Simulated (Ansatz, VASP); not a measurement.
Two plane-wave programs on GaN

Contents of INCAR:

```
SYSTEM = GaN
PREC = Accurate
ENCUT = 520
EDIFF = 1E-7
ISMEAR = 0
SIGMA = 0.05
LREAL = .False.
LASPH = .True.
NELM = 100
ALGO = Normal
ISIF = 2
LWAVE = .False.
LCHARG = .True.
GGA = RP
IVDW = 13
LELF = .True.
LVHAR = .True.
NBANDS = 16
```

File KPOINTS:

```
Automatic mesh
0
Gamma
  10 10 10
  0 0 0
```

File POSCAR:

```
GaN
1.0
    0.0000000000      2.1119386577      2.1119386577
    2.1119386577      0.0000000000      2.1119386577
    2.1119386577      2.1119386577      0.0000000000
Ga N
1 1
Direct
    0.5000000000      0.5000000000      0.5000000000
    0.0000000000      0.0000000000      0.0000000000
```

Input for Ansatz:

```yaml
crystal:
  lattice:
    - [0.0, 2.1119386577, 2.1119386577]
    - [2.1119386577, 0.0, 2.1119386577]
    - [2.1119386577, 2.1119386577, 0.0]
  atoms:
    - { symbol: Ga, position: [0.5, 0.5, 0.5] }
    - { symbol: "N", position: [0.0, 0.0, 0.0] }
basis:
  ecutwfc: 420
  ecutrho_ratio: 4
kpoints:
  mp_grid: { grid: [10, 10, 10] }
hamiltonian:
  xc: rpbe
  dispersion: d4
scf:
  occupations: { method: gaussian, width: 0.05 }
output:
  forces: true
  stress: true
  eigenvalues: true
```

Alike in both runs: task single point; functional RPBE; dispersion D4; k mesh 10 × 10 × 10; occupations gaussian, width 0.05 eV; no spin polarisation.

|  | VASP | Ansatz |
| --- | --- | --- |
| version | VASP 6.6.1 | Ansatz 0.2.0 |
| potentials or method | VASP PAW PBE potentials, release 64 (Ga_d, N), cutoff 520 eV | scalar-relativistic, plane waves, PAW |
| valence electrons in the cell | 18 | 18 |

VASP gave:

```
gap on the k mesh at the Fermi level (eV) : 0.73
least direct gap on the mesh (eV)         : 2.79
pressure (GPa)                            : -3.5
```

Task: Which values does Ansatz return?

Result: gap on the k mesh at the Fermi level (eV): 0.74; least direct gap on the mesh (eV): 2.78; pressure (GPa): -4.4.

VASP's potentials were made for PBE, not for RPBE.
